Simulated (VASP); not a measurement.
A run of VASP 6.6.1:

The input INCAR:

```
SYSTEM = Re
  ALGO = Fast
  EDIFF = 1E-6
  EDIFFG = -0.01
  ENCUT = 600
  GGA = PE
  IBRION = 2
  ISIF = 4
  ISMEAR = 0
  LASPH = .TRUE.
  LCHARG = .FALSE.
  LREAL = .FALSE.
  LWAVE = .FALSE.
  NELM = 100
  NSW = 50
  PREC = Accurate
  SIGMA = 0.1
```

Contents of KPOINTS:

```
k-points
0
G
  18 18 10
  0 0 0
```

The input POSCAR:

```
Re
1.0
    2.8293104506      0.0000000000      0.0000000000
   -1.4146552253      2.4502547254      0.0000000000
    0.0000000000      0.0000000000      4.5720743410
Re
2
Direct
    0.3333333333      0.6666666667      0.2500000000
    0.6666666667      0.3333333333      0.7500000000
```

Potentials or basis: VASP PAW PBE potentials, release 64 (Re).

The run is started by

```console
$ cat potpaw_PBE.64/Re/POTCAR > POTCAR
$ mpirun -np 1 vasp_std > vasp.out
```

Hardware: 1 thread of Oxide Virtual Turin-like Processor, with other jobs on the host.

Question: How long does it take, and how much memory?

Answer: It took 4.8 min on 1 thread of Oxide Virtual Turin-like Processor, on a shared host, peak memory 0.2 GiB. Counts: scf iterations 24, k points 222, ion steps 3.
